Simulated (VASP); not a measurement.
KF:

```
CELL_PARAMETERS angstrom
0.00000 3.05282 3.05282
3.05282 0.00000 3.05282
3.05282 3.05282 0.00000
ATOMIC_POSITIONS crystal
K 0.00000 0.00000 0.00000
F 0.25000 0.25000 0.25000
```

This cell differs from its parent crystal: strain +4.0%.

Base run:

- Program: VASP 6.6.1
- Functional: r2SCAN
- Potentials or basis: VASP PAW PBE potentials, release 64 (K_sv, F)
- Cutoff: 520 eV
- k mesh: 8 × 8 × 8
- Occupations: gaussian, width 0.01 eV
- Spin: no spin polarisation

Its results: band gap on the k mesh 5.46 eV, indirect (least direct gap 5.59 eV); pressure -2.1 GPa.

**Question.** The run is repeated on the same cell with these changes: functional from r2SCAN to PBE; occupations from gaussian, width 0.01 eV to fermi-dirac, width 0.02 eV. What comes out?

**Answer.** Band gap on the k mesh 4.84 eV, indirect (least direct gap 4.98 eV); pressure -1.3 GPa.

Caveats: the PAW data sets were made with another functional, which shifts forces and pressure a little (some runs).

A k mesh can miss the band edges.
